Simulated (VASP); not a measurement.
Runs of VASP 6.6.1 on Mo. The typed cell holds 1 atom: a = 2.785 Å, b = 2.985 Å, c = 2.927 Å, α = 59.76°, β = 54.74°, γ = 58.94°. 

| k mesh | smearing | gap on the mesh (eV) | pressure (GPa) |
| --- | --- | --- | --- |
| 20 × 18 × 19 | fermi-dirac 0.05 eV | none | -0.8 |
| 17 × 15 × 16 | fermi-dirac 0.05 eV | none | -0.8 |
| 11 × 10 × 10 | fermi-dirac 0.05 eV | none | (a) |
| 9 × 8 × 8 | gaussian 0.05 eV | none | -0.7 |
| 9 × 8 × 8 | fermi-dirac 0.05 eV | none | -0.6 |

Alike in all rows: task single point; level PBE; potentials or basis VASP PAW PBE potentials, release 64 (Mo_sv); no spin polarisation; cell as given; cutoff (eV) 520.

Fill in the values left out.

(a) -1.0.

Caveats: the stress differs along the axes, from -4 to 2 GPa (at least some runs); the stress differs along the axes, from -4 to 3 GPa (at least some runs).

A k mesh can miss the band edges, and the runs leave out spin-orbit coupling on Mo.

A gap of «none» marks levels without a gap at the run's occupations.
